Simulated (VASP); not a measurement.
## Ta: single point with PBE

Crystal: Ta.

```xyz
1
Lattice="-1.6919 1.6919 1.6919 1.6919 -1.6919 1.6919 1.6919 1.6919 -1.6919" Properties=species:S:1:pos:R:3 pbc="T T T"
Ta    0.0000    0.0000    0.0000
```

This cell differs from its parent crystal: volume scaled by 1.06.

```json
{
 "Program": "VASP 6.6.1",
 "Task": "single point",
 "Functional": "PBE",
 "Potentials or basis": "VASP PAW PBE potentials, release 64 (Ta_pv)",
 "Cutoff": "520 eV",
 "k mesh": "18 × 18 × 18",
 "Occupations": "gaussian, width 0.1 eV",
 "Spin": "no spin polarisation",
 "Dipole correction": "no",
 "Further INCAR settings": "ALGO = Normal; EDIFF = 1e-06; NBANDS = 12"
}
```

* Pressure: -10.1 GPa

Levels at points of the mesh, in eV from the Fermi level:
```tsv
k point	band 3	band 4	band 5	band 6	band 7	band 8	band 9	band 10
(0.00, 0.00, 0.00)	-33.36	-7.63	0.72	0.72	0.72	3.74	3.74	14.44
(0.50, 0.00, 0.00)	-33.37	-4.07	-1.35	1.29	3.58	4.53	7.10	10.59
(0.50, 0.50, 0.50)	-34.01	-3.39	-3.39	6.25	6.25	6.25	8.02	8.02
```

It took 44 s on 1 thread of AMD EPYC 7R43 64-Core Processor (Zen 3), on a shared host, peak memory 0.13 GiB.

Caveat: spin-orbit coupling is left out, which moves the levels of the heavy elements.
